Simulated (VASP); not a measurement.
# Si (Immm) in VASP: single point with r2SCAN

Aim: the single point of Si with r2SCAN.

Program: VASP 6.6.1. These are calculated values, not measurements. Logs are shortened: lines on timing, memory, paths and dates and some standing lists are left out, and cuts for length are marked.

## (1) The cell of the first run

It takes space group Immm (No. 71, orthorhombic). Conventional cell: a = 3.844 Å, b = 6.621 Å, c = 6.688 Å, α = 90.00°, β = 90.00°, γ = 90.00°. Within 3.1 Å of Si (site symmetry m) lie 4 Si at 2.34 to 2.39 Å.

## (2) Single point, r2SCAN (strain +0.0050 x Voigt [1, -1, 0, 0, 0, 0])

Contents of POSCAR:

```
Si
1.0
   -3.3439663026      3.3106930060      1.9218805230
    3.3439663026     -3.3106930060      1.9218805230
    3.3439663026      3.3106930060     -1.9218805230
Si
4
Direct
    0.1787531995      0.1787531995      0.3575063991
    0.8212468005      0.8212468005      0.6424936010
    0.1787531995      0.8212468005      0.0000000000
    0.8212468005      0.1787531995      0.0000000000
```

Contents of INCAR.step1:

```
ALGO     = Normal         # electronic algorithm
EDIFF    = 1E-4           # SCF threshold, eV
ENCUT    = 520            # plane-wave cutoff, eV
GGA      = PE             # functional
ISMEAR   = 0              # smearing method
LASPH    = True           # aspherical terms in the spheres
LCHARG   = False          # write CHGCAR
LREAL    = False          # projectors in reciprocal space
LWAVE    = True           # write WAVECAR
NBANDS   = 16             # bands
NELM     = 80             # most SCF steps
PREC     = Accurate       # precision mode
SIGMA    = 0.05           # smearing width, eV
```

Contents of INCAR.step2:

```
ALGO     = Normal         # electronic algorithm
EDIFF    = 1E-6           # SCF threshold, eV
ENCUT    = 520            # plane-wave cutoff, eV
ISIF     = 2              # what is computed and relaxed
ISMEAR   = 0              # smearing method
ISTART   = 1            
LASPH    = True           # aspherical terms in the spheres
LCHARG   = False          # write CHGCAR
LMIXTAU  = True         
LREAL    = False          # projectors in reciprocal space
LWAVE    = False          # write WAVECAR
METAGGA  = R2SCAN         # meta-GGA
NBANDS   = 16             # bands
NELM     = 80             # most SCF steps
PREC     = Accurate       # precision mode
SIGMA    = 0.05           # smearing width, eV
```

Contents of KPOINTS:

```
k-points
0
Gamma
  10 10 10
```

Potentials or basis: VASP PAW PBE potentials, release 64 (Si).

Command:

```sh
cat potpaw_PBE.64/Si/POTCAR > POTCAR
cp INCAR.step1 INCAR
mpirun -np 1 vasp_std > vasp.out
cp INCAR.step2 INCAR
mpirun -np 1 vasp_std > vasp.out
```

OUTCAR:

```text
EDIFF = 1E-6
   ENCUT = 520
   ISIF = 2
   ISMEAR = 0
   ISTART = 1
   LASPH = True
   LREAL = False
   METAGGA = R2SCAN
   NELM = 80
   PREC = Accurate

 ion  position               nearest neighbor table
   1  0.179  0.179  0.358-   2 2.34   2 2.34   4 2.37   3 2.39
   2  0.821  0.821  0.642-   1 2.34   1 2.34   3 2.37   4 2.39
   3  0.179  0.821  0.000-   4 2.34   4 2.34   2 2.37   1 2.39
   4  0.821  0.179  0.000-   3 2.34   3 2.34   1 2.37   2 2.39

  LATTYP: Found a body centered orthorhombic cell.
 ALAT       =     3.8437610460
 B/A-ratio  =     1.7226320608
 C/A-ratio  =     1.7399449459

  Lattice vectors:

 A1 = (  -3.3439663026,   3.3106930060,  -1.9218805230)
 A2 = (  -3.3439663026,  -3.3106930060,   1.9218805230)
 A3 = (   3.3439663026,   3.3106930060,   1.9218805230)

Analysis of symmetry for initial positions (statically):
=====================================================================
 Subroutine PRICEL returns:
 Original cell was already a primitive cell.

 Routine SETGRP: Setting up the symmetry group for a
 body centered orthorhombic supercell.

 Subroutine GETGRP returns: Found  8 space group operations
 (whereof  8 operations were pure point group operations)
 out of a pool of  8 trial point group operations.

The static configuration has the point symmetry D_2h.

Analysis of symmetry for dynamics (positions and initial velocities):
=====================================================================
 Subroutine PRICEL returns:
 Original cell was already a primitive cell.

 Routine SETGRP: Setting up the symmetry group for a
 body centered orthorhombic supercell.

 Subroutine GETGRP returns: Found  8 space group operations
 (whereof  8 operations were pure point group operations)
 out of a pool of  8 trial point group operations.

The dynamic configuration has the point symmetry D_2h.

 Subroutine INISYM returns: Found  8 space group operations
 (whereof  8 operations are pure point group operations),
 and found     1 'primitive' translations

----------------------------------------------------------------------------------------

                                     Primitive cell

  volume of cell :      85.1074

  direct lattice vectors                    reciprocal lattice vectors
    -3.343966303  3.310693006  1.921880523     0.000000000  0.151025782  0.260161854
     3.343966303 -3.310693006  1.921880523     0.149523038  0.000000000  0.260161854
     3.343966303  3.310693006 -1.921880523     0.149523038  0.151025782  0.000000000

  length of vectors
     5.082954216  5.082954216  5.082954216     0.300820506  0.300068874  0.212522765

  position of ions in fractional coordinates (direct lattice)
     0.178753200  0.178753200  0.357506399
     0.821246800  0.821246800  0.642493601
     0.178753200  0.821246800  0.000000000
     0.821246800  0.178753200  0.000000000

  ion indices of the primitive-cell ions
   primitive index   ion index
                 1           1
                 2           2
                 3           3
                 4           4

----------------------------------------------------------------------------------------

 KPOINTS: k-points

Automatic generation of k-mesh.
 Grid dimensions read from file:
 generate k-points for:   10   10   10

 Generating k-lattice:

  Cartesian coordinates                     Fractional coordinates (reciprocal lattice)
     0.000000000  0.015102578  0.026016185     0.100000000  0.000000000  0.000000000
     0.014952304  0.000000000  0.026016185     0.000000000  0.100000000  0.000000000
     0.014952304  0.015102578  0.000000000     0.000000000  0.000000000  0.100000000

  Length of vectors
     0.030082051  0.030006887  0.021252277

  Shift w.r.t. Gamma in fractional coordinates (k-lattice)
     0.000000000  0.000000000  0.000000000

 Subroutine IBZKPT returns following result:
 ===========================================

 Found    171 irreducible k-points:

 Following reciprocal coordinates:
            Coordinates               Weight
  0.000000  0.000000  0.000000      1.000000
  0.100000  0.000000 -0.000000      4.000000
  0.200000  0.000000 -0.000000      4.000000
  0.300000  0.000000  0.000000      4.000000
  0.400000  0.000000  0.000000      4.000000
  0.500000  0.000000 -0.000000      2.000000
[... 16 lines left out ...]
 -0.400000  0.200000 -0.000000      8.000000
 -0.300000  0.200000  0.000000      8.000000
 [... further k-points ...]
   k-points           NKPTS =    171   k-points in BZ     NKDIM =    171   number of bands    NBANDS=     16
   number of dos      NEDOS =    301   number of ions     NIONS =      4
   total plane-waves  NPLWV =  64000
   dimension x,y,z NGX =    40 NGY =   40 NGZ =   40
   dimension x,y,z NGXF=    80 NGYF=   80 NGZF=   80
   ions per type =               4
   NGX,Y,Z   is equivalent  to a cutoff of  13.08, 13.08, 13.08 a.u.
   NGXF,Y,Z  is equivalent  to a cutoff of  26.17, 26.17, 26.17 a.u.
 SYSTEM =  unknown system
   PREC   = accura    normal or accurate (medium, high low for compatibility)
   ISTART =      1    job   : 0-new  1-cont  2-samecut
   ICHARG =      0    charge: 1-file 2-atom 10-const
   ISPIN  =      1    spin polarized calculation?
   LNONCOLLINEAR =      F non collinear calculations
   LSORBIT =      F    spin-orbit coupling
   LASPH  =      T    aspherical Exc in radial PAW
   ENCUT  =  520.0 eV  38.22 Ry    6.18 a.u.   9.45  9.45  9.45*2*pi/ulx,y,z
   NELM   =     80;   NELMIN=  2; NELMDL=  0     # of ELM steps
   EDIFF  = 0.1E-05   stopping-criterion for ELM
   LREAL  =      F    real-space projection
[... 7 lines left out ...]
   TEBEG  =    0.0;   TEEND  =   0.0 temperature during run
   PSTRESS=    0.0 pullay stress
   NELECT =      16.0000    total number of electrons
   NUPDOWN=      -1.0000    fix difference up-down
   EMIN   =  10.00;   EMAX   =-10.00  energy-range for DOS
   EFERMI =   0.00;   METHOD = LEGACY
   ISMEAR =     0;   SIGMA  =   0.05  broadening in eV -4-tet -1-fermi 0-gaus
   EFERMI_NEDOS =   21; number of points for ismear=-14 and -15
   IALGO  =     38    algorithm
   IMIX   =      4    mixing-type and parameters
     AMIX     =   0.40;   BMIX     =  1.00
     AMIX_MAG =   1.60;   BMIX_MAG =  1.00
  volume/ion in A,a.u.               =      21.28       143.58
  Fermi-wavevector in a.u.,A,eV,Ry     =   0.937834  1.772248 11.966756  0.879532
  Thomas-Fermi vector in A             =   2.064984
   LORBIT       =      0    0 simple, 1 ext, 2 COOP (PROOUT), +10 PAW based schemes
   METAGGA = R2SCAN    functional components
   LHFCALC =     F    Hartree Fock is set to
   AEXX    =    0.0000 exact exchange contribution
   IVDW    =     0    specifies the selected vdW correction
   LEPSILON=     F    determine dielectric tensor
   LRPA    =     F    only Hartree local field effects (RPA)
 non-spin polarized calculation
 Gauss-broadening in eV      SIGMA  =   0.05
  energy-cutoff  :      520.00
  volume of cell :       85.11
 maximum number of plane-waves:      2314
 NGX is ok and might be reduce to    40
   NGX = 19   NGY = 19   NGZ = 19

 number of electron      16.0000000 magnetization

 Free energy of the ion-electron system (eV)
  ---------------------------------------------------
  ext. energy  EPLUGINS =         0.00000000
  ---------------------------------------------------
  free energy    TOTEN  =       -34.62751783 eV

  energy without entropy =      -34.62751783  energy(sigma->0) =      -34.62751783

 E-fermi :   5.6502     XC(G=0):  -9.5302

 val. band max:        5.3872840857   @ k =   0.5000   0.5000   0.5000
 cond. band min:       5.8536106134   @ k =  -0.1000  -0.2000   0.1000
 fundamental gap:      0.4663265277
 Fermi energy:         5.6501666971

 k-point     1 :       0.0000    0.0000    0.0000
  band No.  band energies     occupation
      1      -7.2645      2.00000
      2      -2.8057      2.00000
      3      -0.5016      2.00000
      4      -0.3848      2.00000
      5       1.4186      2.00000
      6       3.7469      2.00000
[... 8 lines left out ...]
     15      11.1488      0.00000
     16      12.8734      0.00000

 k-point     2 :       0.1000    0.0000   -0.0000
  band No.  band energies     occupation
      1      -7.1477      2.00000
      2      -2.8379      2.00000
      3      -0.5402      2.00000
      4      -0.3248      2.00000
      5       1.5215      2.00000
      6       3.1875      2.00000
[... 8 lines left out ...]
     15      10.6980      0.00000
     16      13.4445      0.00000

 k-point     3 :       0.2000    0.0000   -0.0000
  band No.  band energies     occupation
      1      -6.8036      2.00000
      2      -2.8648      2.00000
      3      -0.9835      2.00000
      4      -0.0311      2.00000
      5       1.6759      2.00000
      6       2.0987      2.00000
[... 8 lines left out ...]
     15      11.0935      0.00000
     16      12.7703      0.00000

 k-point     4 :       0.3000    0.0000    0.0000
  band No.  band energies     occupation
      1      -6.2572      2.00000
      2      -2.7934      2.00000
      3      -1.7401      2.00000
      4      -0.2191      2.00000
      5       1.2430      2.00000
      6       1.8016      2.00000
[... 8 lines left out ...]
     15      12.1183      0.00000
     16      12.4692      0.00000
[... 324 lines left out ...]
 k-point    22 :       0.5000    0.2000    0.0000
  band No.  band energies     occupation
      1      -5.7663      2.00000
      2      -3.8285      2.00000
      3      -2.0354      2.00000
      4       0.0897      2.00000
      5       0.9816      2.00000
      6       2.4080      2.00000
[... 8 lines left out ...]
     15      12.1734      0.00000
     16      12.5356      0.00000

 k-point    23 :      -0.4000    0.2000   -0.0000
  band No.  band energies     occupation
      1      -6.3679      2.00000
      2      -3.9627      2.00000
      3      -1.2956      2.00000
      4       0.5025      2.00000
      5       1.7120      2.00000
      6       2.4941      2.00000
[... 8 lines left out ...]
     15      11.6455      0.00000
     16      12.0751      0.00000

 k-point    24 :      -0.3000    0.2000    0.0000
  band No.  band energies     occupation
      1      -6.8078      2.00000
      2      -3.8904      2.00000
      3      -0.7434      2.00000
      4       0.2168      2.00000
      5       2.6580      2.00000
      6       2.8409      2.00000
[... 8 lines left out ...]
     15      11.7749      0.00000
     16      12.4550      0.00000

 [... further k-points ...]

------------------------ aborting loop because EDIFF is reached ----------------------------------------

  FORCE on cell =-STRESS in cart. coord.  units (eV):
  Direction    XX          YY          ZZ          XY          YZ          ZX
  --------------------------------------------------------------------------------------
  -------------------------------------------------------------------------------------
  Total       -0.6130427      0.4253433     -0.1133615      0.0000000     -0.0000000      0.0000000
  in kB      -11.5407526      8.0072431     -2.1340720      0.0000000     -0.0000000      0.0000000
  external PRESSURE =      -1.8891938 kB  Pullay stress =       0.0000000 kB

 VOLUME and BASIS-vectors are now :
 -----------------------------------------------------------------------------
  energy-cutoff  :      520.00
  volume of cell :       85.11
      direct lattice vectors                 reciprocal lattice vectors
    -3.343966303  3.310693006  1.921880523     0.000000000  0.151025782  0.260161854
     3.343966303 -3.310693006  1.921880523     0.149523038  0.000000000  0.260161854
     3.343966303  3.310693006 -1.921880523     0.149523038  0.151025782  0.000000000

 POSITION                                       TOTAL-FORCE (eV/Angst)
 -----------------------------------------------------------------------------------
      1.19549      1.18359     -0.00000        -0.073181      0.083275     -0.000000
      2.14848      2.12710      1.92188         0.073181     -0.083275      0.000000
      2.14848     -2.12710      1.92188         0.073181      0.083275     -0.000000
     -2.14848      2.12710      1.92188        -0.073181     -0.083275      0.000000
 -----------------------------------------------------------------------------------
    total drift:                               -0.000000     -0.000000      0.000000

  FREE ENERGIE OF THE ION-ELECTRON SYSTEM (eV)
  ---------------------------------------------------
  free  energy   TOTEN  =       -34.6275178331 eV

  energy  without entropy=      -34.6275178331  energy(sigma->0) =      -34.62751783
```

It took 21 min on 1 thread of Intel Xeon 8259CL, shared host; peak memory 0.36 GiB.

Results:

| Item | Value |
| --- | --- |
| Free energy | -34.6275 eV |
| Pressure | -0.2 GPa |
| Largest force | 0.111 eV/Å |
| Band gap on the k mesh | 0.47 eV (least direct gap 0.57 eV) |

Forces on the atoms (eV/Å):
```
Si  -0.073  0.083  0.000
Si   0.073 -0.083  0.000
Si   0.073  0.083  0.000
Si  -0.073 -0.083  0.000
```

Caveat: the cell differs from its parent crystal (strain +0.0050 x Voigt [1, -1, 0, 0, 0, 0]); the PAW data sets were made with another functional, which shifts forces and pressure a little. A k mesh can miss the band edges.
